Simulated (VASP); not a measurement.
# InGa2As3 (Cmc2_1) in VASP: relaxation of cell and atoms with PBEsol

Aim: the relaxation of cell and atoms of InGa2As3 with PBEsol.

Everything below comes from runs of VASP 6.6.1. Logs are shortened: lines on timing, memory, paths and dates and some standing lists are left out, and cuts for length are marked.

## 1. The cell of the first run

The structure is orthorhombic, space group Cmc2_1 (No. 36). Conventional cell: a = 11.402 Å, b = 6.577 Å, c = 6.142 Å, α = 90.00°, β = 90.00°, γ = 90.00°. Within 3.3 Å of In (site symmetry m) lie 4 As at 2.48 to 2.49 Å. Ga (site symmetry 1) has 4 As at 2.24 to 2.25 Å within 3.0 Å. As (site symmetry 1) has 3 Ga at 2.24 to 2.25 Å and 1 In at 2.48 Å within 3.0 Å. As (site symmetry m) has 2 Ga at 2.24 Å and 2 In at 2.48 to 2.49 Å within 3.0 Å.

## 2. Relaxation of cell and atoms, PBEsol

Input file INCAR:

```
ALGO     = Normal         # electronic algorithm
EDIFF    = 1E-6           # SCF threshold, eV
EDIFFG   = -0.05          # ionic threshold
ENCUT    = 600            # plane-wave cutoff, eV
GGA      = PS             # functional
IBRION   = 2              # ionic algorithm
ISIF     = 3              # what is computed and relaxed
ISMEAR   = 0              # smearing method
LASPH    = T              # aspherical terms in the spheres
LCHARG   = F              # write CHGCAR
LREAL    = F              # projectors in reciprocal space
LWAVE    = F              # write WAVECAR
NELM     = 80             # most SCF steps
NSW      = 80             # ionic steps
PREC     = Accurate       # precision mode
SIGMA    = 0.1            # smearing width, eV
```

Input file KPOINTS:

```
k-points
0
Gamma
  4 4 4
```

Input file POSCAR:

```
InGa2As3
1.0
    5.7011856119     -3.2884097076      0.0000000000
    5.7011856119      3.2884097076      0.0000000000
    0.0000000000      0.0000000000      6.1415573147
In Ga As
2 4 6
Direct
    0.3252227421      0.6747772579      0.9897489538
    0.6747772579      0.3252227421      0.4897489538
    0.0069945023      0.3338844484      0.9926402250
    0.6661155516      0.9930054977      0.9926402250
    0.9930054977      0.6661155516      0.4926402250
    0.3338844484      0.0069945023      0.4926402250
    0.0264767011      0.3336441491      0.3589520516
    0.6663558509      0.9735232989      0.3589520516
    0.9735232989      0.6663558509      0.8589520516
    0.3336441491      0.0264767011      0.8589520516
    0.3078788721      0.6921211279      0.3950674931
    0.6921211279      0.3078788721      0.8950674931
```

Potentials or basis: VASP PAW PBE potentials, release 64 (In_d, Ga_d, As).

Run with:

```console
$ cat potpaw_PBE.64/In_d/POTCAR potpaw_PBE.64/Ga_d/POTCAR potpaw_PBE.64/As/POTCAR > POTCAR
$ mpirun -np 1 vasp_std > vasp.out
```

OUTCAR:

```text
EDIFF = 1E-6
   EDIFFG = -0.05
   ENCUT = 600
   GGA = PS
   IBRION = 2
   ISIF = 3
   ISMEAR = 0
   LASPH = T
   LREAL = F
   NELM = 80
   NSW = 80
   PREC = Accurate

 ion  position               nearest neighbor table
   1  0.325  0.675  0.990-   9 2.48  10 2.48  12 2.48  11 2.49   2 3.84   2 3.84
   2  0.675  0.325  0.490-   7 2.48   8 2.48  11 2.48  12 2.49   1 3.84   1 3.84
   3  0.007  0.334  0.993-   9 2.24  10 2.24  12 2.24   7 2.25
   4  0.666  0.993  0.993-  10 2.24   9 2.24  12 2.24   8 2.25
   5  0.993  0.666  0.493-   7 2.24   8 2.24  11 2.24   9 2.25
   6  0.334  0.007  0.493-   8 2.24   7 2.24  11 2.24  10 2.25
   7  0.026  0.334  0.359-   5 2.24   6 2.24   3 2.25   2 2.48
   8  0.666  0.974  0.359-   6 2.24   5 2.24   4 2.25   2 2.48
   9  0.974  0.666  0.859-   3 2.24   4 2.24   5 2.25   1 2.48
  10  0.334  0.026  0.859-   4 2.24   3 2.24   6 2.25   1 2.48
  11  0.308  0.692  0.395-   5 2.24   6 2.24   2 2.48   1 2.49
  12  0.692  0.308  0.895-   3 2.24   4 2.24   1 2.48   2 2.49

  LATTYP: Found a base centered orthorhombic cell.
 ALAT       =     6.5768194152
 B/A-ratio  =     1.7337211962
 C/A-ratio  =     0.9338187545

  Lattice vectors:

 A1 = (  -5.7011856119,  -3.2884097076,   0.0000000000)
 A2 = (   5.7011856119,  -3.2884097076,   0.0000000000)
 A3 = (   0.0000000000,   0.0000000000,   6.1415573147)

Analysis of symmetry for initial positions (statically):
=====================================================================
 Subroutine PRICEL returns:
 Original cell was already a primitive cell.

 Routine SETGRP: Setting up the symmetry group for a
 base centered orthorhombic supercell.

 Subroutine GETGRP returns: Found  4 space group operations
 (whereof  2 operations were pure point group operations)
 out of a pool of  8 trial point group operations.

The static configuration has the point symmetry C_1h.
 The point group associated with its full space group is C_2v.

Analysis of symmetry for dynamics (positions and initial velocities):
=====================================================================
 Subroutine PRICEL returns:
 Original cell was already a primitive cell.

 Routine SETGRP: Setting up the symmetry group for a
 base centered orthorhombic supercell.

 Subroutine GETGRP returns: Found  4 space group operations
 (whereof  2 operations were pure point group operations)
 out of a pool of  8 trial point group operations.

The dynamic configuration has the point symmetry C_1h.
 The point group associated with its full space group is C_2v.

 Subroutine INISYM returns: Found  4 space group operations
 (whereof  2 operations are pure point group operations),
 and found     1 'primitive' translations

----------------------------------------------------------------------------------------

                                     Primitive cell

  volume of cell :     230.2818

  direct lattice vectors                    reciprocal lattice vectors
     5.701185612 -3.288409708  0.000000000     0.087701056 -0.152049180  0.000000000
     5.701185612  3.288409708  0.000000000     0.087701056  0.152049180  0.000000000
     0.000000000  0.000000000  6.141557315     0.000000000  0.000000000  0.162825151

  length of vectors
     6.581576998  6.581576998  6.141557315     0.175528996  0.175528996  0.162825151

  position of ions in fractional coordinates (direct lattice)
     0.325222742  0.674777258  0.989748954
     0.674777258  0.325222742  0.489748954
     0.006994502  0.333884448  0.992640225
     0.666115552  0.993005498  0.992640225
     0.993005498  0.666115552  0.492640225
     0.333884448  0.006994502  0.492640225
     0.026476701  0.333644149  0.358952052
     0.666355851  0.973523299  0.358952052
     0.973523299  0.666355851  0.858952052
     0.333644149  0.026476701  0.858952052
     0.307878872  0.692121128  0.395067493
     0.692121128  0.307878872  0.895067493

  ion indices of the primitive-cell ions
   primitive index   ion index
                 1           1
                 2           2
                 3           3
                 4           4
                 5           5
                 6           6
                 7           7
                 8           8
                 9           9
                10          10
                11          11
                12          12

----------------------------------------------------------------------------------------

 KPOINTS: k-points

Automatic generation of k-mesh.
 Grid dimensions read from file:
 generate k-points for:    4    4    4

 Generating k-lattice:

  Cartesian coordinates                     Fractional coordinates (reciprocal lattice)
     0.021925264 -0.038012295  0.000000000     0.250000000 -0.000000000  0.000000000
     0.021925264  0.038012295  0.000000000    -0.000000000  0.250000000  0.000000000
     0.000000000  0.000000000  0.040706288     0.000000000  0.000000000  0.250000000

  Length of vectors
     0.043882249  0.043882249  0.040706288

  Shift w.r.t. Gamma in fractional coordinates (k-lattice)
     0.000000000  0.000000000  0.000000000

 Subroutine IBZKPT returns following result:
 ===========================================

 Found     21 irreducible k-points:

 Following reciprocal coordinates:
            Coordinates               Weight
  0.000000  0.000000  0.000000      1.000000
  0.250000  0.000000  0.000000      4.000000
  0.500000  0.000000  0.000000      2.000000
  0.250000  0.250000  0.000000      2.000000
  0.500000  0.250000  0.000000      4.000000
 -0.250000  0.250000  0.000000      2.000000
[... 13 lines left out ...]
 -0.250000  0.250000  0.500000      2.000000
  0.500000  0.500000  0.500000      1.000000
   k-points           NKPTS =     21   k-points in BZ     NKDIM =     21   number of bands    NBANDS=     64
   number of dos      NEDOS =    301   number of ions     NIONS =     12
   total plane-waves  NPLWV = 145800
   dimension x,y,z NGX =    54 NGY =   54 NGZ =   50
   dimension x,y,z NGXF=   108 NGYF=  108 NGZF=  100
   ions per type =               2   4   6
   NGX,Y,Z   is equivalent  to a cutoff of  13.64, 13.64, 13.53 a.u.
   NGXF,Y,Z  is equivalent  to a cutoff of  27.28, 27.28, 27.07 a.u.
 SYSTEM =  unknown system
   PREC   = accura    normal or accurate (medium, high low for compatibility)
   ISTART =      0    job   : 0-new  1-cont  2-samecut
   ICHARG =      2    charge: 1-file 2-atom 10-const
   ISPIN  =      1    spin polarized calculation?
   LNONCOLLINEAR =      F non collinear calculations
   LSORBIT =      F    spin-orbit coupling
   LASPH  =      T    aspherical Exc in radial PAW
   ENCUT  =  600.0 eV  44.10 Ry    6.64 a.u.  13.15 13.15 12.27*2*pi/ulx,y,z
   NELM   =     80;   NELMIN=  2; NELMDL= -5     # of ELM steps
   EDIFF  = 0.1E-05   stopping-criterion for ELM
   LREAL  =      F    real-space projection
   EDIFFG = -.5E-01   stopping-criterion for IOM
   NSW    =     80    number of steps for IOM
   IBRION =      2    ionic relax: 0-MD 1-quasi-New 2-CG
   NFREE  =      1    steps in history (QN), initial steepest desc. (CG)
   ISIF   =      3    stress and relaxation
   ISYM   =      2    0-nonsym 1-usesym 2-fastsym
   POTIM  = 0.5000    time-step for ionic-motion
   TEBEG  =    0.0;   TEEND  =   0.0 temperature during run
   PSTRESS=    0.0 pullay stress
   NELECT =     108.0000    total number of electrons
   NUPDOWN=      -1.0000    fix difference up-down
   EMIN   =  10.00;   EMAX   =-10.00  energy-range for DOS
   EFERMI =   0.00;   METHOD = LEGACY
   ISMEAR =     0;   SIGMA  =   0.10  broadening in eV -4-tet -1-fermi 0-gaus
   EFERMI_NEDOS =   21; number of points for ismear=-14 and -15
   IALGO  =     38    algorithm
   IMIX   =      4    mixing-type and parameters
     AMIX     =   0.40;   BMIX     =  1.00
     AMIX_MAG =   1.60;   BMIX_MAG =  1.00
  volume/ion in A,a.u.               =      19.19       129.50
  Fermi-wavevector in a.u.,A,eV,Ry     =   1.271929  2.403597 22.011552  1.617803
  Thomas-Fermi vector in A             =   2.404835
   LORBIT       =      0    0 simple, 1 ext, 2 COOP (PROOUT), +10 PAW based schemes
   GGA     = PS    functional components
   LHFCALC =     F    Hartree Fock is set to
   AEXX    =    0.0000 exact exchange contribution
   IVDW    =     0    specifies the selected vdW correction
   LEPSILON=     F    determine dielectric tensor
   LRPA    =     F    only Hartree local field effects (RPA)
 conjugate gradient relaxation of ions
 non-spin polarized calculation
 Gauss-broadening in eV      SIGMA  =   0.10
  energy-cutoff  :      600.00
  volume of cell :      230.28
 maximum number of plane-waves:      7768
 NGX is ok and might be reduce to    54
   NGX = 27   NGY = 27   NGZ = 25

--------------------------------------- Ionic step        1  -------------------------------------------

 number of electron     108.0000000 magnetization

 Free energy of the ion-electron system (eV)
  ---------------------------------------------------
  ext. energy  EPLUGINS =         0.00000000
  ---------------------------------------------------
  free energy    TOTEN  =       -48.88283885 eV

  energy without entropy =      -48.88283885  energy(sigma->0) =      -48.88283885

 E-fermi :   7.0843     XC(G=0): -10.6783

 val. band max:        6.6454826238   @ k =   0.0000   0.0000   0.0000
 cond. band min:       7.5281828332   @ k =   0.5000   0.5000   0.0000
 fundamental gap:      0.8827002094
 Fermi energy:         7.0843367705

 k-point     1 :       0.0000    0.0000    0.0000
  band No.  band energies     occupation
      1      -9.0186      2.00000
      2      -9.0163      2.00000
      3      -9.0116      2.00000
      4      -8.9809      2.00000
      5      -8.9392      2.00000
      6      -8.8076      2.00000
[... 1740 lines left out ...]
 POSITION                                       TOTAL-FORCE (eV/Angst)
 -----------------------------------------------------------------------------------
      6.12892      1.22861      6.69646        -0.000000     -0.050601     -0.010448
      6.12892     -1.22861      3.32952        -0.000000      0.050601     -0.010448
      2.07835      1.16182      6.69474        -0.038278      0.024431     -0.022320
     10.17950      1.16182      6.69474         0.038278      0.024431     -0.022320
     10.17950     -1.16182      3.32779         0.038278     -0.024431     -0.022320
      2.07835     -1.16182      3.32779        -0.038278     -0.024431     -0.022320
      2.15698      1.11560      2.42546         0.003491      0.004295      0.004185
     10.10087      1.11560      2.42546        -0.003491      0.004295      0.004185
     10.10087     -1.11560      5.79240        -0.003491     -0.004295      0.004185
      2.15698     -1.11560      5.79240         0.003491     -0.004295      0.004185
      6.12892      1.30431      2.59125        -0.000000      0.013942      0.046718
      6.12892     -1.30431      5.95820        -0.000000     -0.013942      0.046718
 -----------------------------------------------------------------------------------
    total drift:                               -0.000000     -0.000000      0.001859

  FREE ENERGIE OF THE ION-ELECTRON SYSTEM (eV)
  ---------------------------------------------------
  free  energy   TOTEN  =       -53.1557487745 eV

  energy  without entropy=      -53.1541437872  energy(sigma->0) =      -53.15494628

--------------------------------------- Ionic step        9  -------------------------------------------

 number of electron     107.9999971 magnetization

 Free energy of the ion-electron system (eV)
  ---------------------------------------------------
  ext. energy  EPLUGINS =         0.00000000
  ---------------------------------------------------
  free energy    TOTEN  =       -53.15660238 eV

  energy without entropy =      -53.15506138  energy(sigma->0) =      -53.15583188

 E-fermi :   4.1342     XC(G=0):  -9.5721

 val. band max:        4.0555206924   @ k =   0.0000   0.0000   0.0000
 cond. band min:       4.1856017754   @ k =   0.0000   0.0000   0.0000
 fundamental gap:      0.1300810830
 Fermi energy:         4.1341501736

 k-point     1 :       0.0000    0.0000    0.0000
  band No.  band energies     occupation
      1     -10.8445      2.00000
      2     -10.8441      2.00000
      3     -10.8422      2.00000
      4     -10.8296      2.00000
      5     -10.8027      2.00000
      6     -10.7628      2.00000
[... 1418 lines left out ...]
 POSITION                                       TOTAL-FORCE (eV/Angst)
 -----------------------------------------------------------------------------------
      6.13106      1.22478      6.69445         0.000000     -0.017520     -0.000398
      6.13106     -1.22478      3.32842         0.000000      0.017520     -0.000398
      2.07661      1.16278      6.69187        -0.013113      0.011884     -0.011759
     10.18552      1.16278      6.69187         0.013113      0.011884     -0.011759
     10.18552     -1.16278      3.32584         0.013113     -0.011884     -0.011759
      2.07661     -1.16278      3.32584        -0.013113     -0.011884     -0.011759
      2.15764      1.11545      2.42483         0.000059      0.007285      0.005234
     10.10449      1.11545      2.42483        -0.000059      0.007285      0.005234
     10.10449     -1.11545      5.79086        -0.000059     -0.007285      0.005234
      2.15764     -1.11545      5.79086         0.000059     -0.007285      0.005234
      6.13106      1.30417      2.59281         0.000000      0.015542      0.013446
      6.13106     -1.30417      5.95884         0.000000     -0.015542      0.013446
 -----------------------------------------------------------------------------------
    total drift:                               -0.000000     -0.000000     -0.001205

  FREE ENERGIE OF THE ION-ELECTRON SYSTEM (eV)
  ---------------------------------------------------
  free  energy   TOTEN  =       -53.1566023788 eV

  energy  without entropy=      -53.1550613800  energy(sigma->0) =      -53.15583188

 reached required accuracy - stopping structural energy minimisation
```

Wall time 75 min (1 thread of Oxide Virtual Turin-like, shared host); peak memory 0.56 GiB.

Results:

* Free energy: -53.1566 eV
* Relaxed volume: 24.38 Å³/atom
* Relaxed cell: a = 7.082 Å, b = 7.082 Å, c = 6.732 Å, α = 90.00°, β = 90.00°, γ = 60.07°
* Space group after relaxing (to 0.1 Å): Cmc2_1 (No. 36)
* Energy gained by relaxing: 356.1 meV/atom
* Ionic steps: 9
* Pressure after relaxing: 0.0 GPa
* Largest force after relaxing: 0.021 eV/Å
* Band gap on the k mesh: 0.13 eV

Forces on the atoms (eV/Å):
```
In   0.000 -0.018  0.000
In   0.000  0.018  0.000
Ga  -0.013  0.012 -0.012
Ga   0.013  0.012 -0.012
Ga   0.013 -0.012 -0.012
Ga  -0.013 -0.012 -0.012
As   0.000  0.007  0.005
As   0.000  0.007  0.005
As   0.000 -0.007  0.005
As   0.000 -0.007  0.005
As   0.000  0.016  0.013
As   0.000 -0.016  0.013
```

Step by step:
| step | energy change (eV) | largest force (eV/Å) | pressure (GPa) | volume (Å³) |
| --- | --- | --- | --- | --- |
| 1 | 0.0000 | 0.8499 | 26.66 | 230.28 |
| 2 | -2.4540 | 0.2877 | -7.78 | 353.92 |
| 3 | -4.2083 | 0.4500 | -0.27 | 293.59 |
| 4 | -4.2084 | 0.4549 | 0.02 | 292.23 |
| 5 | -4.2432 | 0.3190 | 0.08 | 291.98 |
| 6 | -4.2691 | 0.1137 | 0.23 | 291.49 |
| 7 | -4.2720 | 0.0866 | -0.15 | 293.26 |
| 8 | -4.2729 | 0.0517 | -0.03 | 292.69 |
| 9 | -4.2738 | 0.0212 | -0.01 | 292.59 |

Final structure:
```
In Ga As
1.0
     6.13106   -3.54445    0.00000
     6.13106    3.54445    0.00000
     0.00000    0.00000    6.73206
In Ga As
2 4 6
Direct
  0.32723 0.67277 0.99441
  0.67277 0.32723 0.49441
  0.00532 0.33338 0.99403
  0.66662 0.99468 0.99403
  0.99468 0.66662 0.49403
  0.33338 0.00532 0.49403
  0.01861 0.33331 0.36019
  0.66669 0.98139 0.36019
  0.98139 0.66669 0.86019
  0.33331 0.01861 0.86019
  0.31603 0.68397 0.38514
  0.68397 0.31603 0.88514
```

Caveat: the volume moved by over 15 % at a fixed basis, so the end points are rough; the PAW data sets were made with another functional, which shifts forces and pressure a little; spin-orbit coupling is left out, which moves the levels of the heavy elements; the relaxation stopped at a loose force limit of 0.05 eV/Å, so its end isn't a converged minimum.
